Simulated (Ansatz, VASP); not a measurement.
TiC: VASP beside Ansatz

File INCAR:

```
PREC = Accurate
ENCUT = 520
EDIFF = 1E-6
ISMEAR = 0
SIGMA = 0.1
LREAL = F
LASPH = T
NELM = 100
ALGO = Normal
ISIF = 2
LWAVE = F
LCHARG = T
LDIPOL = T
IDIPOL = 3
DIPOL = 0.5 0.5 0.500
GGA = PS
LELF = T
LVHAR = T
LVACPOTAV = T
NBANDS = 51
```

Contents of KPOINTS:

```
Automatic mesh
0
Gamma
  12 12 1
```

POSCAR

```
TiC
1.0
    3.0358717278      0.0000000000      0.0000000000
   -1.5179358639      2.6291420389      0.0000000000
    0.0000000000      0.0000000000     26.1545049867
C Ti
5 5
Direct
    0.3333333333      0.6666666667      0.2867574823
    0.0000000000      0.0000000000      0.3815319346
    0.6666666667      0.3333333333      0.4763063869
    0.3333333333      0.6666666667      0.5710808392
    0.0000000000      0.0000000000      0.6658552916
    0.6666666667      0.3333333333      0.3341447084
    0.3333333333      0.6666666667      0.4289191608
    0.0000000000      0.0000000000      0.5236936131
    0.6666666667      0.3333333333      0.6184680654
    0.3333333333      0.6666666667      0.7132425177
```

Input for Ansatz:

```yaml
crystal:
  lattice:
    - [3.0358717278, 0.0, 0.0]
    - [-1.5179358639, 2.6291420389, 0.0]
    - [0.0, 0.0, 26.1545049867]
  atoms:
    - { symbol: C, position: [0.3333333333, 0.6666666667, 0.2867574823] }
    - { symbol: Ti, position: [0.6666666667, 0.3333333333, 0.3341447084] }
    - { symbol: C, position: [0.0, 0.0, 0.3815319346] }
    - { symbol: Ti, position: [0.3333333333, 0.6666666667, 0.4289191608] }
    - { symbol: C, position: [0.6666666667, 0.3333333333, 0.4763063869] }
    - { symbol: Ti, position: [0.0, 0.0, 0.5236936131] }
    - { symbol: C, position: [0.3333333333, 0.6666666667, 0.5710808392] }
    - { symbol: Ti, position: [0.6666666667, 0.3333333333, 0.6184680654] }
    - { symbol: C, position: [0.0, 0.0, 0.6658552916] }
    - { symbol: Ti, position: [0.3333333333, 0.6666666667, 0.7132425177] }
basis:
  ecutwfc: 420
kpoints:
  mp_grid: { grid: [12, 12, 1] }
hamiltonian:
  xc: pbesol
scf:
  occupations: { method: gaussian, width: 0.1 }
output:
  forces: true
  stress: true
  eigenvalues: true
  write_density: true
  write_potential: true
  elf: true
  volumetric_format: npy
efield:
  axis: 3
  dipole_correction: true
  ramp_width: 0.04
```

Alike in both runs: task single point; functional PBEsol; k mesh 12 × 12 × 1; occupations gaussian, width 0.1 eV; no spin polarisation.

|  | VASP | Ansatz |
| --- | --- | --- |
| version | VASP 6.6.1 | Ansatz 0.2.0 |
| potentials or method | VASP PAW PBE potentials, release 64 (C, Ti_sv), cutoff 520 eV | scalar-relativistic, plane waves, PAW |
| valence electrons in the cell | 80 | 80 |

VASP gave:

```
gap on the k mesh at the Fermi level (eV)  : none
rms of the force components (eV/Å)         : 0.561
work function, face that differs most (eV) : 4.65
```

Q: Estimate Ansatz's values.

A: gap on the k mesh at the Fermi level (eV): none; rms of the force components (eV/Å): 0.565; work function, face that differs most (eV): 4.65.

VASP's potentials were made for PBE, not for PBEsol. A gap of «none» marks a metal or a gap that the smearing closes. Ansatz's warnings: xc potential rough in thin density.
